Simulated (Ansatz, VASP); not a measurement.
**Two plane-wave programs on MgS**

Contents of POSCAR:

```
MgS
1.0
    0.0000000000      2.6016500000      2.6016500000
    2.6016500000      0.0000000000      2.6016500000
    2.6016500000      2.6016500000      0.0000000000
S Mg
1 1
Direct
    0.5000000000      0.5000000000      0.5000000000
    0.0000000000      0.0000000000      0.0000000000
```

INCAR.step1

```
SYSTEM = MgS
PREC = Accurate
ENCUT = 520
EDIFF = 1E-5
ISMEAR = -1
SIGMA = 0.05
LREAL = .FALSE.
LASPH = .TRUE.
NELM = 100
ALGO = Normal
ISIF = 2
LWAVE = .TRUE.
GGA = PE
NBANDS = 11
```

INCAR.step2

```
SYSTEM = MgS
PREC = Accurate
ENCUT = 520
EDIFF = 1E-7
ISMEAR = -1
SIGMA = 0.05
LREAL = .FALSE.
LASPH = .TRUE.
NELM = 100
ALGO = Normal
ISIF = 2
LWAVE = .FALSE.
LCHARG = .TRUE.
GGA = PE
LHFCALC = .TRUE.
AEXX = 0.25
PRECFOCK = Normal
LELF = .TRUE.
LVHAR = .TRUE.
ISTART = 1
NBANDS = 11
```

The input KPOINTS:

```
regular mesh
0
G
  6 6 6
  0 0 0
```

Contents of input:

```
crystal:
  lattice:
    - [0.0, 2.60165, 2.60165]
    - [2.60165, 0.0, 2.60165]
    - [2.60165, 2.60165, 0.0]
  atoms:
    - { symbol: S, position: [0.5, 0.5, 0.5] }
    - { symbol: Mg, position: [0.0, 0.0, 0.0] }
hamiltonian:
  xc: pbe0
  pseudopotentials: { kind: paw }
kpoints:
  mp_grid: { grid: [6, 6, 6] }
scf:
  occupations: { method: fermi_dirac, width: 0.05 }
output:
  forces: true
  stress: true
  eigenvalues: true
```

Alike in both runs: task single point; functional PBE0; k mesh 6 × 6 × 6; occupations fermi-dirac, width 0.05 eV; no spin polarisation.

```csv
,VASP,Ansatz
version,VASP 6.6.1,Ansatz 0.2.0
potentials or method,"VASP PAW PBE potentials, release 64 (S, Mg)",Ansatz PAW
plane-wave cutoff (eV),520,420
valence electrons in the cell,8,16
```

VASP gave:

- gap on the k mesh at the Fermi level (eV): 4.49
- least direct gap on the mesh (eV): 5.51
- pressure (GPa): -0.7

Problem. Estimate Ansatz's values.

Solution. gap on the k mesh at the Fermi level (eV): 4.53; least direct gap on the mesh (eV): 5.53; pressure (GPa): -0.4.

The functional is the same, so the differences come from potentials, cutoffs and numerics. VASP's potentials hold 8 valence electrons a cell and Ansatz's 16, so a difference there can come from the potentials and not from the codes.
